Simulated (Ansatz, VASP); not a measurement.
## Se in VASP and in Ansatz

```xyz
3
Lattice="3.8855 0.0000 0.0000 -1.9427 3.3649 0.0000 0.0000 0.0000 5.1397" Properties=species:S:1:pos:R:3 pbc="T T T"
Se    0.8477    0.0000    1.7132
Se   -0.4239    0.7341    3.4265
Se    1.5189    2.6308    0.0000
```

Alike in both runs: task single point; functional PBEsol; dispersion D3(BJ); k mesh 12 × 12 × 8; occupations gaussian, width 0.03 eV; no spin polarisation.

```csv
,VASP,Ansatz
version,VASP 6.6.1,Ansatz 0.2.0
potentials or method,"VASP PAW PBE potentials, release 64 (Se), cutoff 520 eV","scalar-relativistic, plane waves, PAW"
valence electrons in the cell,18,48
```

|  | VASP | Ansatz | Ansatz less VASP |
| --- | --- | --- | --- |
| gap on the k mesh at the Fermi level (eV) | none | none | - |
| pressure (GPa) | 11.2 | 10.7 | -0.42 |
| traceless stress, the component that is largest in VASP (GPa) | 5.07 | 4.76 | -0.308 |
| rms of the force components (eV/Å) | 1.524 | 1.480 | -0.0442 |

VASP's potentials were made for PBE, not for PBEsol. Atom by atom the forces differ by 0.044 eV/Å (rms over components). A gap of «none» marks a metal or a gap that the smearing closes. VASP's potentials hold 18 valence electrons a cell and Ansatz's 48, so a difference there can come from the potentials and not from the codes.
